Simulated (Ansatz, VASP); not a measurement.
## One calculation of FeO, two programs

```
Fe O
1.0
     0.00000    2.15540    2.15540
     2.15540    0.00000    2.15540
     2.15540    2.15540    0.00000
Fe O
1 1
Cartesian
  0.0000 0.0000 0.0000
  2.1554 2.1554 2.1554
```

Alike in both runs: task relaxation of cell and atoms; functional PBE; dispersion D3(BJ); k mesh 11 × 11 × 11; occupations fermi-dirac, width 0.05 eV; collinear spin.

|  | VASP | Ansatz |
| --- | --- | --- |
| version | VASP 6.6.1 | Ansatz 0.2.0 |
| potentials or method | VASP PAW PBE potentials, release 64 (Fe, O), cutoff 600 eV | all-electron LAPW, scalar-relativistic |

|  | VASP | Ansatz | Ansatz less VASP |
| --- | --- | --- | --- |
| net moment per atom (μB) | 2.00 | 2.00 | 0.000 |
| size of the moment on the site where the two differ most (μB) | 3.62 | 3.60 | -0.018 |
| relaxed volume (Å³/atom) | 9.82 | 9.82 | -0.002 |
| relaxed cell length with the largest relative difference (Å) | 3.029 | 3.029 | -0.0002 |

Site moments also hang on the region over which each program counts them. Ansatz ran all-electron here, and VASP with PAW potentials.
